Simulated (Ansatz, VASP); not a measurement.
# Two plane-wave programs on MgO

Contents of INCAR:

```
ALGO = Normal
EDIFF = 1E-7
ENCUT = 520
GGA = PS
ISIF = 2
ISMEAR = 0
LASPH = T
LCHARG = F
LREAL = F
LWAVE = F
NBANDS = 26
NELM = 80
PREC = Accurate
SIGMA = 0.05
```

File KPOINTS:

```
k-points
0
Gamma
  6 6 6
```

POSCAR

```
MgO
1.0
    4.2149416169      0.0000000000      0.0000000000
    0.0000000000     -4.2149416169      0.0000000000
    0.0000000000      0.0000000000     -4.2149416169
Mg O
4 4
Direct
   -0.0711310624      0.0711310624      0.0502972566
    0.5000000000      0.5000000000      0.0000000000
    0.5000000000      0.0000000000      0.5000000000
    0.0000000000      0.5000000000      0.5000000000
    0.5000000000      0.0000000000      0.0000000000
    0.0000000000      0.5000000000      0.0000000000
    0.0000000000      0.0000000000      0.5000000000
    0.5000000000      0.5000000000      0.5000000000
```

Input for Ansatz:

```yaml
crystal:
  lattice:
    - [4.2149416169, 0.0, 0.0]
    - [0.0, -4.2149416169, 0.0]
    - [0.0, 0.0, -4.2149416169]
  atoms:
    - { symbol: Mg, position: [-0.0711310624, 0.0711310624, 0.0502972566] }
    - { symbol: Mg, position: [0.5, 0.5, 0.0] }
    - { symbol: Mg, position: [0.5, 0.0, 0.5] }
    - { symbol: Mg, position: [0.0, 0.5, 0.5] }
    - { symbol: O, position: [0.5, 0.0, 0.0] }
    - { symbol: O, position: [0.0, 0.5, 0.0] }
    - { symbol: O, position: [0.0, 0.0, 0.5] }
    - { symbol: O, position: [0.5, 0.5, 0.5] }
basis:
  ecutwfc: 420
kpoints:
  mp_grid: { grid: [6, 6, 6] }
hamiltonian:
  xc: pbesol
  pseudopotentials: { kind: paw, azcp: { folder: soft_1 } }
scf:
  occupations: { method: gaussian, width: 0.05 }
output:
  forces: true
  stress: true
  eigenvalues: true
```

Alike in both runs: task single point; functional PBEsol; k mesh 6 × 6 × 6; occupations gaussian, width 0.05 eV; no spin polarisation.

|  | VASP | Ansatz |
| --- | --- | --- |
| version | VASP 6.6.1 | Ansatz 0.2.0 |
| potentials or method | VASP PAW PBE potentials, release 64 (Mg, O), cutoff 520 eV | scalar-relativistic, plane waves, PAW |
| valence electrons in the cell | 32 | 64 |

Ansatz gave:

```
gap on the k mesh at the Fermi level (eV)                     : 4.55
least direct gap on the mesh (eV)                             : 4.55
pressure (GPa)                                                : 6.2
traceless stress, the component that is largest in VASP (GPa) : -2.49
rms of the force components (eV/Å)                            : 1.153
```

Question: Estimate VASP's values.

Answer: gap on the k mesh at the Fermi level (eV): 4.55; least direct gap on the mesh (eV): 4.55; pressure (GPa): 5.8; traceless stress, the component that is largest in VASP (GPa): -2.57; rms of the force components (eV/Å): 1.175.

VASP's potentials were made for PBE, not for PBEsol, and Ansatz warns of the same on its side. Atom by atom the forces differ by 0.022 eV/Å (rms over components). VASP's potentials hold 32 valence electrons a cell and Ansatz's 64, so a difference there can come from the potentials and not from the codes.
